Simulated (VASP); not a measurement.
# Cs4Sb (Im-3m) in VASP: relaxation of cell and atoms with PBE

Aim: the relaxation of cell and atoms of Cs4Sb with PBE.

All numbers are computed with VASP 6.6.1; they aren't measurements. Logs are shortened: lines on timing, memory, paths and dates and some standing lists are left out, and cuts for length are marked.

### 1 The cell of the first run

It takes space group Im-3m (No. 229, cubic). Conventional cell: a = 6.798 Å, b = 6.798 Å, c = 6.798 Å, α = 90.00°, β = 90.00°, γ = 90.00°. Cs (site symmetry -3m) has 2 Sb at 2.94 Å and 6 Cs at 3.40 Å within 3.9 Å. Sb (site symmetry m-3m) has 8 Cs at 2.94 Å within 3.9 Å.

The cell was built from a structure type or drawn by symmetry, and may not be a known phase.

### 2 Relaxation of cell and atoms, PBE

Contents of INCAR:

```
SYSTEM = Cs4Sb
  ALGO = Normal
  EDIFF = 1E-7
  EDIFFG = -0.04
  ENCUT = 500
  GGA = PE
  GGA_COMPAT = .False.
  IBRION = 2
  ISIF = 3
  ISMEAR = 0
  LASPH = .True.
  LCHARG = .False.
  LREAL = .False.
  LWAVE = .False.
  NELM = 120
  NELMIN = 4
  NSW = 90
  PREC = Accurate
  SIGMA = 0.1
```

Contents of KPOINTS:

```
k-points
0
Gamma
  4 4 4
  0 0 0
```

Contents of POSCAR:

```
Cs4Sb
1.0
   -3.3992013300      3.3992013300      3.3992013300
    3.3992013300     -3.3992013300      3.3992013300
    3.3992013300      3.3992013300     -3.3992013300
Cs Sb
4 1
Direct
    0.5000000000      0.5000000000      0.5000000000
    0.0000000000      0.0000000000      0.5000000000
    0.0000000000      0.5000000000      0.0000000000
    0.5000000000      0.0000000000      0.0000000000
    0.0000000000      0.0000000000      0.0000000000
```

Potentials or basis: VASP PAW PBE potentials, release 64 (Cs_sv, Sb_d_GW).

Launch:

```sh
$ cat potpaw_PBE.64/Cs_sv/POTCAR potpaw_PBE.64/Sb_d_GW/POTCAR > POTCAR
$ mpirun -np 1 vasp_std > vasp.out
```

OUTCAR:

```text
SYSTEM = Cs4Sb
   EDIFF = 1E-7
   EDIFFG = -0.04
   ENCUT = 500
   GGA = PE
   IBRION = 2
   ISIF = 3
   ISMEAR = 0
   LASPH = .True.
   LREAL = .False.
   NELM = 120
   NELMIN = 4
   NSW = 90
   PREC = Accurate

 ion  position               nearest neighbor table
   1  0.500  0.500  0.500-   5 2.94   5 2.94
   2  0.000  0.000  0.500-   5 2.94   5 2.94
   3  0.000  0.500  0.000-   5 2.94   5 2.94
   4  0.500  0.000  0.000-   5 2.94   5 2.94
   5  0.000  0.000  0.000-   1 2.94   2 2.94   3 2.94   4 2.94   2 2.94   3 2.94   4 2.94   1 2.94

  LATTYP: Found a body centered cubic cell.
 ALAT       =     6.7984026600

  Lattice vectors:

 A1 = (  -3.3992013300,   3.3992013300,   3.3992013300)
 A2 = (   3.3992013300,  -3.3992013300,   3.3992013300)
 A3 = (   3.3992013300,   3.3992013300,  -3.3992013300)

Analysis of symmetry for initial positions (statically):
=====================================================================
 Subroutine PRICEL returns:
 Original cell was already a primitive cell.

 Routine SETGRP: Setting up the symmetry group for a
 body centered cubic supercell.

 Subroutine GETGRP returns: Found 48 space group operations
 (whereof 48 operations were pure point group operations)
 out of a pool of 48 trial point group operations.

The static configuration has the point symmetry O_h .

Analysis of symmetry for dynamics (positions and initial velocities):
=====================================================================
 Subroutine PRICEL returns:
 Original cell was already a primitive cell.

 Routine SETGRP: Setting up the symmetry group for a
 body centered cubic supercell.

 Subroutine GETGRP returns: Found 48 space group operations
 (whereof 48 operations were pure point group operations)
 out of a pool of 48 trial point group operations.

The dynamic configuration has the point symmetry O_h .

 Subroutine INISYM returns: Found 48 space group operations
 (whereof 48 operations are pure point group operations),
 and found     1 'primitive' translations

----------------------------------------------------------------------------------------

                                     Primitive cell

  volume of cell :     157.1052

  direct lattice vectors                    reciprocal lattice vectors
    -3.399201330  3.399201330  3.399201330     0.000000000  0.147093376  0.147093376
     3.399201330 -3.399201330  3.399201330     0.147093376  0.000000000  0.147093376
     3.399201330  3.399201330 -3.399201330     0.147093376  0.147093376  0.000000000

  length of vectors
     5.887589409  5.887589409  5.887589409     0.208021448  0.208021448  0.208021448

  position of ions in fractional coordinates (direct lattice)
     0.500000000  0.500000000  0.500000000
     0.000000000  0.000000000  0.500000000
     0.000000000  0.500000000  0.000000000
     0.500000000  0.000000000  0.000000000
     0.000000000  0.000000000  0.000000000

  ion indices of the primitive-cell ions
   primitive index   ion index
                 1           1
                 2           2
                 3           3
                 4           4
                 5           5

----------------------------------------------------------------------------------------

 KPOINTS: k-points

Automatic generation of k-mesh.
 Grid dimensions read from file:
 generate k-points for:    4    4    4

 Generating k-lattice:

  Cartesian coordinates                     Fractional coordinates (reciprocal lattice)
     0.000000000  0.036773344  0.036773344     0.250000000  0.000000000  0.000000000
     0.036773344  0.000000000  0.036773344     0.000000000  0.250000000  0.000000000
     0.036773344  0.036773344  0.000000000     0.000000000  0.000000000  0.250000000

  Length of vectors
     0.052005362  0.052005362  0.052005362

  Shift w.r.t. Gamma in fractional coordinates (k-lattice)
     0.000000000  0.000000000  0.000000000

 Subroutine IBZKPT returns following result:
 ===========================================

 Found      8 irreducible k-points:

 Following reciprocal coordinates:
            Coordinates               Weight
  0.000000  0.000000  0.000000      1.000000
  0.250000  0.000000  0.000000     12.000000
  0.500000  0.000000  0.000000      6.000000
  0.250000  0.250000  0.000000     24.000000
  0.250000  0.250000  0.250000      2.000000
 -0.250000  0.250000  0.250000      6.000000
  0.500000  0.500000  0.250000     12.000000
  0.500000  0.500000  0.500000      1.000000
   k-points           NKPTS =      8   k-points in BZ     NKDIM =      8   number of bands    NBANDS=     30
   number of dos      NEDOS =    301   number of ions     NIONS =      5
   total plane-waves  NPLWV = 110592
   dimension x,y,z NGX =    48 NGY =   48 NGZ =   48
   dimension x,y,z NGXF=    96 NGYF=   96 NGZF=   96
   ions per type =               4   1
   NGX,Y,Z   is equivalent  to a cutoff of  13.55, 13.55, 13.55 a.u.
   NGXF,Y,Z  is equivalent  to a cutoff of  27.11, 27.11, 27.11 a.u.
 SYSTEM =  Cs4Sb
   PREC   = accura    normal or accurate (medium, high low for compatibility)
   ISTART =      0    job   : 0-new  1-cont  2-samecut
   ICHARG =      2    charge: 1-file 2-atom 10-const
   ISPIN  =      1    spin polarized calculation?
   LNONCOLLINEAR =      F non collinear calculations
   LSORBIT =      F    spin-orbit coupling
   LASPH  =      T    aspherical Exc in radial PAW
   ENCUT  =  500.0 eV  36.75 Ry    6.06 a.u.  10.73 10.73 10.73*2*pi/ulx,y,z
   NELM   =    120;   NELMIN=  4; NELMDL= -5     # of ELM steps
   EDIFF  = 0.1E-06   stopping-criterion for ELM
   LREAL  =      F    real-space projection
   EDIFFG = -.4E-01   stopping-criterion for IOM
   NSW    =     90    number of steps for IOM
   IBRION =      2    ionic relax: 0-MD 1-quasi-New 2-CG
   NFREE  =      1    steps in history (QN), initial steepest desc. (CG)
   ISIF   =      3    stress and relaxation
   ISYM   =      2    0-nonsym 1-usesym 2-fastsym
   POTIM  = 0.5000    time-step for ionic-motion
   TEBEG  =    0.0;   TEEND  =   0.0 temperature during run
   PSTRESS=    0.0 pullay stress
   NELECT =      51.0000    total number of electrons
   NUPDOWN=      -1.0000    fix difference up-down
   EMIN   =  10.00;   EMAX   =-10.00  energy-range for DOS
   EFERMI =   0.00;   METHOD = LEGACY
   ISMEAR =     0;   SIGMA  =   0.10  broadening in eV -4-tet -1-fermi 0-gaus
   EFERMI_NEDOS =   21; number of points for ismear=-14 and -15
   IALGO  =     38    algorithm
   IMIX   =      4    mixing-type and parameters
     AMIX     =   0.40;   BMIX     =  1.00
     AMIX_MAG =   1.60;   BMIX_MAG =  1.00
  volume/ion in A,a.u.               =      31.42       212.04
  Fermi-wavevector in a.u.,A,eV,Ry     =   1.125126  2.126181 17.223745  1.265910
  Thomas-Fermi vector in A             =   2.261802
   LORBIT       =      0    0 simple, 1 ext, 2 COOP (PROOUT), +10 PAW based schemes
   GGA     = PE    functional components
   LHFCALC =     F    Hartree Fock is set to
   AEXX    =    0.0000 exact exchange contribution
   IVDW    =     0    specifies the selected vdW correction
   LEPSILON=     F    determine dielectric tensor
   LRPA    =     F    only Hartree local field effects (RPA)
 conjugate gradient relaxation of ions
 non-spin polarized calculation
 Gauss-broadening in eV      SIGMA  =   0.10
  energy-cutoff  :      500.00
  volume of cell :      157.11
 maximum number of plane-waves:      4028
 NGX is ok and might be reduce to    48
   NGX = 21   NGY = 21   NGZ = 21

--------------------------------------- Ionic step        1  -------------------------------------------

 number of electron      50.9999998 magnetization

 Free energy of the ion-electron system (eV)
  ---------------------------------------------------
  ext. energy  EPLUGINS =         0.00000000
  ---------------------------------------------------
  free energy    TOTEN  =         0.82132324 eV

  energy without entropy =        0.83270571  energy(sigma->0) =        0.82701447

 E-fermi :   5.7734     XC(G=0):  -9.8266

 val. band max:        5.7319974090   @ k =   0.2500   0.0000   0.0000
 cond. band min:       6.1749613037   @ k =   0.2500   0.2500   0.0000
 fundamental gap:      0.4429638946
 Fermi energy:         5.7733736123

 k-point     1 :       0.0000    0.0000    0.0000
  band No.  band energies     occupation
      1     -22.9128      2.00000
      2     -22.9128      2.00000
      3     -22.9128      2.00000
      4     -22.8512      2.00000
      5     -22.8512      2.00000
      6     -18.3789      2.00000
[... 22 lines left out ...]
     29       7.1812      0.00000
     30       7.1812      0.00000
[... 368 lines left out ...]
 POSITION                                       TOTAL-FORCE (eV/Angst)
 -----------------------------------------------------------------------------------
      2.32221      2.32221      2.32221        -0.000000     -0.000000     -0.000000
      2.32221      2.32221     -2.32221         0.000000      0.000000      0.000000
     -2.32221      2.32221      6.96662         0.000000     -0.000000     -0.000000
      2.32221      6.96662     -2.32221        -0.000000      0.000000      0.000000
      0.00000      0.00000     -0.00000         0.000000     -0.000000      0.000000
 -----------------------------------------------------------------------------------
    total drift:                                0.000000      0.000000     -0.000000

  FREE ENERGIE OF THE ION-ELECTRON SYSTEM (eV)
  ---------------------------------------------------
  free  energy   TOTEN  =        -8.4193959994 eV

  energy  without entropy=       -8.3931905932  energy(sigma->0) =       -8.40629330

--------------------------------------- Ionic step        5  -------------------------------------------

 number of electron      51.0000081 magnetization

 Free energy of the ion-electron system (eV)
  ---------------------------------------------------
  ext. energy  EPLUGINS =         0.00000000
  ---------------------------------------------------
  free energy    TOTEN  =        -8.42468968 eV

  energy without entropy =       -8.39880350  energy(sigma->0) =       -8.41174659

 E-fermi :   1.1014     XC(G=0):  -6.2169

 val. band max:        0.9505983035   @ k =   0.0000   0.0000   0.0000
 cond. band min:       1.1035973207   @ k =   0.2500   0.2500   0.0000
 fundamental gap:      0.1529990172
 Fermi energy:         1.1013516417

 k-point     1 :       0.0000    0.0000    0.0000
  band No.  band energies     occupation
      1     -26.2965      2.00000
      2     -26.2965      2.00000
      3     -26.2965      2.00000
      4     -26.2913      2.00000
      5     -26.2913      2.00000
      6     -22.3331      2.00000
[... 22 lines left out ...]
     29       2.7765      0.00000
     30       2.7765      0.00000
[... 242 lines left out ...]
 VOLUME and BASIS-vectors are now :
 -----------------------------------------------------------------------------
  energy-cutoff  :      500.00
  volume of cell :      390.40
      direct lattice vectors                 reciprocal lattice vectors
    -4.604162700  4.604162700  4.604162700     0.000000000  0.108597379  0.108597379
     4.604162700 -4.604162700  4.604162700     0.108597379  0.000000000  0.108597379
     4.604162700  4.604162700 -4.604162700     0.108597379  0.108597379  0.000000000

 POSITION                                       TOTAL-FORCE (eV/Angst)
 -----------------------------------------------------------------------------------
      2.30208      2.30208      2.30208        -0.000000      0.000000     -0.000000
      2.30208      2.30208     -2.30208         0.000000      0.000000      0.000000
      2.30208     -2.30208      2.30208         0.000000     -0.000000      0.000000
     -2.30208      2.30208      2.30208        -0.000000      0.000000     -0.000000
      0.00000      0.00000     -0.00000        -0.000000     -0.000000      0.000000
 -----------------------------------------------------------------------------------
    total drift:                                0.000000      0.000000     -0.000000

  FREE ENERGIE OF THE ION-ELECTRON SYSTEM (eV)
  ---------------------------------------------------
  free  energy   TOTEN  =        -8.4246896792 eV

  energy  without entropy=       -8.3988034998  energy(sigma->0) =       -8.41174659

 reached required accuracy - stopping structural energy minimisation
```

Wall time 4.9 min (1 thread of Intel Xeon Platinum 8488C (Sapphire Rapids), shared host); peak memory 0.35 GiB.

What came out:

```yaml
Free_energy: -8.4247 eV
Relaxed_volume: 78.08 Å³/atom
Relaxed_cell: a = 7.975 Å, b = 7.975 Å, c = 7.975 Å, α = 109.47°, β = 109.47°, γ = 109.47°
Space_group_after_relaxing_to_0.1_Å: Im-3m (No. 229)
Energy_gained_by_relaxing: 1849.2 meV/atom
Ionic_steps: 5
Pressure_after_relaxing: 0.0 GPa
Band_gap_on_the_k_mesh: zero (an odd number of electrons rules out a gap without spin polarisation)
```

Step by step:
```tsv
step	energy change (eV)	largest force (eV/Å)	pressure (GPa)	volume (Å³)
1	0.0000	0.0000	27.69	157.11
2	-8.9348	0.0000	1.62	315.73
3	-9.1362	0.0000	0.84	342.57
4	-9.2407	0.0000	-0.15	400.73
5	-9.2460	0.0000	-0.02	390.40
```

Final structure:
```
CELL_PARAMETERS angstrom
-4.60416 4.60416 4.60416
4.60416 -4.60416 4.60416
4.60416 4.60416 -4.60416
ATOMIC_POSITIONS crystal
Cs 0.50000 0.50000 0.50000
Cs 0.00000 0.00000 0.50000
Cs 0.00000 0.50000 0.00000
Cs 0.50000 0.00000 0.00000
Sb 0.00000 0.00000 0.00000
```

Caveat: the volume moved by over 15 % at a fixed basis, so the end points are rough; spin-orbit coupling is left out, which moves the levels of the heavy elements.
